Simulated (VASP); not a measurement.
# CoSi (F-43m) in VASP: single point with PBE

Aim: the single point of CoSi with PBE.

All numbers are computed with VASP 6.6.1; they aren't measurements. Logs are shortened: lines on timing, memory, paths and dates and some standing lists are left out, and cuts for length are marked.

## Step 1: The cell of the first run

Symmetry: F-43m, No. 216, cubic system. The conventional cell has a = 5.087 Å, b = 5.087 Å, c = 5.087 Å, α = 90.00°, β = 90.00°, γ = 90.00°. Within 2.9 Å of Co (site symmetry -43m) lie 4 Si at 2.20 Å. Within 2.9 Å of Si (site symmetry -43m) lie 4 Co at 2.20 Å.

## Step 2: Single point, PBE, collinear spin, antiferromagnetic start

The input, INCAR:

```
PREC = Accurate
ENCUT = 520
EDIFF = 1E-7
ISMEAR = 0
SIGMA = 0.1
LREAL = F
LASPH = T
NELM = 150
ALGO = Normal
ISIF = 2
LWAVE = F
LCHARG = F
ISPIN = 2
MAGMOM = 2 -2 0 0
LORBIT = 11
LMAXMIX = 4
GGA = PE
NBANDS = 25
```

The input, KPOINTS:

```
regular mesh
0
Gamma
  14 14 7
```

The input, POSCAR:

```
CoSi
1.0
    0.0000000000      2.5435862080      2.5435862080
    2.5435862080      0.0000000000      2.5435862080
    5.0871724160      5.0871724160      0.0000000000
Co Si
2 2
Direct
    0.0000000000      0.0000000000      0.0000000000
    0.0000000000      0.0000000000      0.5000000000
    0.2500000000      0.2500000000      0.1250000000
    0.2500000000      0.2500000000      0.6250000000
```

Potentials or basis: VASP PAW PBE potentials, release 64 (Co, Si).

Launch:

```
> cat potpaw_PBE.64/Co/POTCAR potpaw_PBE.64/Si/POTCAR > POTCAR
> mpirun -np 1 vasp_std > vasp.out
```

OUTCAR:

```text
PREC = Accurate
   ENCUT = 520
   EDIFF = 1E-7
   ISMEAR = 0
   LREAL = F
   LASPH = T
   NELM = 150
   ISIF = 2
   ISPIN = 2
   LORBIT = 11
   GGA = PE

 ion  position               nearest neighbor table
   1  0.000  0.000  0.000-   3 2.20   4 2.20   3 2.20   3 2.20
   2  0.000  0.000  0.500-   3 2.20   4 2.20   4 2.20   4 2.20
   3  0.250  0.250  0.125-   1 2.20   1 2.20   1 2.20   2 2.20
   4  0.250  0.250  0.625-   2 2.20   2 2.20   1 2.20   2 2.20

  LATTYP: Found a trigonal (rhomboedric) cell.
 ALAT       =     6.2304883264
 COS(alpha) =     0.8333333333

  Lattice vectors:

 A1 = (   5.0871724160,   2.5435862080,  -2.5435862080)
 A2 = (   2.5435862080,   2.5435862080,  -5.0871724160)
 A3 = (   2.5435862080,   5.0871724160,  -2.5435862080)

Analysis of symmetry for initial positions (statically):
=====================================================================
 Subroutine PRICEL returns following result:

  LATTYP: Found a face centered cubic cell.
 ALAT       =     5.0871724160
[... 12 lines left out ...]
 Subroutine GETGRP returns: Found  6 space group operations
 (whereof  6 operations were pure point group operations)
 out of a pool of 12 trial point group operations.

The static configuration has the point symmetry C_3v.

Analysis of symmetry for dynamics (positions and initial velocities):
=====================================================================
 Subroutine PRICEL returns following result:

  LATTYP: Found a face centered cubic cell.
 ALAT       =     5.0871724160
[... 12 lines left out ...]
 Subroutine GETGRP returns: Found  6 space group operations
 (whereof  6 operations were pure point group operations)
 out of a pool of 12 trial point group operations.

The dynamic configuration has the point symmetry C_3v.

Analysis of structural, dynamic, and magnetic symmetry:
=====================================================================
 Subroutine PRICEL returns following result:

  LATTYP: Found a face centered cubic cell.
 ALAT       =     5.0871724160
[... 12 lines left out ...]
 Subroutine GETGRP returns: Found  6 space group operations
 (whereof  6 operations were pure point group operations)
 out of a pool of 12 trial point group operations.

The overall configuration has the point symmetry C_3v.

 Subroutine INISYM returns: Found  6 space group operations
 (whereof  6 operations are pure point group operations),
 and found     2 'primitive' translations

----------------------------------------------------------------------------------------

                                     Primitive cell

  volume of cell :      32.9131
[... 137 lines left out ...]
   LEPSILON=     F    determine dielectric tensor
   LRPA    =     F    only Hartree local field effects (RPA)
 spin polarized calculation
 Gauss-broadening in eV      SIGMA  =   0.10
  energy-cutoff  :      520.00
  volume of cell :       65.83
 maximum number of plane-waves:      1793
   NGX = 13   NGY = 13   NGZ = 27

 number of electron      25.9999998 magnetization      -0.0000000

 number of electron      25.9999998 magnetization       0.0000000

 Free energy of the ion-electron system (eV)
  ---------------------------------------------------
  ext. energy  EPLUGINS =         0.00000000
  ---------------------------------------------------
  free energy    TOTEN  =       -23.46054319 eV

  energy without entropy =      -23.45122484  energy(sigma->0) =      -23.45588401

 E-fermi :   6.0352     XC(G=0): -10.5527

 val. band max:        6.0187766227   @ k =   0.4286   0.0714   0.0000
 cond. band min:       6.1028376741   @ k =   0.2143   0.1429   0.0000
 fundamental gap:      0.0840610513
 Fermi energy:         6.0352451193

 spin component 1

 k-point     1 :       0.0000    0.0000    0.0000
  band No.  band energies     occupation
      1      -3.8552      1.00000
      2      -1.3446      1.00000
      3       1.9295      1.00000
      4       3.7385      1.00000
      5       3.7385      1.00000
      6       3.7385      1.00000
[... 661 lines left out ...]
     24      16.3043      0.00000
     25      16.6311      0.00000

 [... further k-points ...]

 spin component 2

 k-point     1 :       0.0000    0.0000    0.0000
  band No.  band energies     occupation
      1      -3.8552      1.00000
      2      -1.3446      1.00000
      3       1.9295      1.00000
      4       3.7385      1.00000
      5       3.7385      1.00000
      6       3.7385      1.00000
[... 661 lines left out ...]
     24      16.3043      0.00000
     25      16.6311      0.00000

 [... further k-points ...]

------------------------ aborting loop because EDIFF is reached ----------------------------------------

  FORCE on cell =-STRESS in cart. coord.  units (eV):
  Direction    XX          YY          ZZ          XY          YZ          ZX
  --------------------------------------------------------------------------------------
  -------------------------------------------------------------------------------------
  Total        0.0014633      0.0014633      0.0014633     -0.0000358      0.0000358      0.0000358
  in kB        0.0356161      0.0356161      0.0356161     -0.0008719      0.0008719      0.0008719
  external PRESSURE =       0.0356161 kB  Pullay stress =       0.0000000 kB

 VOLUME and BASIS-vectors are now :
 -----------------------------------------------------------------------------
  energy-cutoff  :      520.00
  volume of cell :       65.83
      direct lattice vectors                 reciprocal lattice vectors
     0.000000000  2.543586208  2.543586208    -0.196572854  0.196572854  0.196572854
     2.543586208  0.000000000  2.543586208     0.196572854 -0.196572854  0.196572854
     5.087172416  5.087172416  0.000000000     0.098286427  0.098286427 -0.098286427

 POSITION                                       TOTAL-FORCE (eV/Angst)
 -----------------------------------------------------------------------------------
      0.00000      0.00000      0.00000         0.000000      0.000000     -0.000000
      2.54359      2.54359      0.00000         0.000000      0.000000     -0.000000
      1.27179      1.27179      1.27179        -0.000000     -0.000000      0.000000
      3.81538      3.81538      1.27179        -0.000000     -0.000000      0.000000
 -----------------------------------------------------------------------------------
    total drift:                                0.000025      0.000025     -0.000020

  FREE ENERGIE OF THE ION-ELECTRON SYSTEM (eV)
  ---------------------------------------------------
  free  energy   TOTEN  =       -23.4605431865 eV

  energy  without entropy=      -23.4512248395  energy(sigma->0) =      -23.45588401

 total charge

# of ion       s       p       d       tot
------------------------------------------
    1        0.534   0.385   7.549   8.467
    2        0.534   0.385   7.549   8.467
    3        0.826   0.854   0.000   1.680
    4        0.826   0.854   0.000   1.680
--------------------------------------------------
tot          2.719   2.477  15.098  20.294

 magnetization (x)

# of ion       s       p       d       tot
------------------------------------------
    1       -0.000  -0.000  -0.000  -0.000
    2        0.000   0.000   0.000   0.000
    3        0.000   0.000   0.000   0.000
    4       -0.000  -0.000   0.000  -0.000
--------------------------------------------------
tot          0.000   0.000   0.000   0.000
```

stdout:

```text
POSCAR found type information on POSCAR CoSi
 POSCAR found :  2 types and       4 ions
 scaLAPACK will be used
 LDA part: xc-table for (Slater+PW92), standard interpolation
 -----------------------------------------------------------------------------
|                                                                             |
|           W    W    AA    RRRRR   N    N  II  N    N   GGGG   !!!           |
|           W    W   A  A   R    R  NN   N  II  NN   N  G    G  !!!           |
|           W    W  A    A  R    R  N N  N  II  N N  N  G       !!!           |
|           W WW W  AAAAAA  RRRRR   N  N N  II  N  N N  G  GGG   !            |
|           WW  WW  A    A  R   R   N   NN  II  N   NN  G    G                |
|           W    W  A    A  R    R  N    N  II  N    N   GGGG   !!!           |
|                                                                             |
|     Your reciprocal lattice and k-lattice belong to different lattice       |
|     classes:                                                                |
|                                                                             |
|        The reciprocal lattice is rhombohedral (trigonal),                   |
|        whereas your k-lattice is body-centered cubic.                       |
|                                                                             |
|     Results are often still useful ...                                      |
|                                                                             |
 -----------------------------------------------------------------------------

 POSCAR, INCAR and KPOINTS ok, starting setup
 FFT: planning ... GRIDC
 FFT: planning ... GRID_SOFT
 FFT: planning ... GRID
 WAVECAR not read
 entering main loop
```

It took 4.8 min on 1 thread of Intel Xeon 6975P-C (Granite Rapids), shared host; peak memory 0.48 GiB.

What came out:

- Free energy: -23.4605 eV
- Pressure: 0.0 GPa
- Band gap on the k mesh: zero (filled and empty bands overlap)
- Net moment: 0.00 μB per cell
- Valence electrons inside the program's atomic spheres: Co 8.47; Si 1.68

Levels at points of the mesh, in eV from the Fermi level:
Spin up:
| k point | band 11 | band 12 | band 13 | band 14 | band 15 | band 16 |
| --- | --- | --- | --- | --- | --- | --- |
| (0.00, 0.00, 0.00) | -0.85 | -0.85 | -0.57 | 4.03 | 4.03 | 6.44 |
| (0.50, 0.00, 0.00) | -0.85 | -0.64 | -0.57 | -0.27 | 1.06 | 1.06 |
Spin down:
| k point | band 9 | band 10 | band 11 | band 12 | band 13 | band 14 | band 15 | band 16 | band 17 | band 18 |
| --- | --- | --- | --- | --- | --- | --- | --- | --- | --- | --- |
| (0.00, 0.00, 0.00) | -1.01 | -1.01 | -0.85 | -0.85 | -0.57 | 4.03 | 4.03 | 6.44 | 6.44 | 6.44 |
| (0.50, 0.00, 0.00) | -1.36 | -0.85 | -0.85 | -0.64 | -0.57 | -0.27 | 1.06 | 1.06 | 4.03 | 4.03 |

Caveat: the moments typed at the start vanished in this run.

The gap in the log of VASP goes by the Fermi energy; the results here count the filled bands.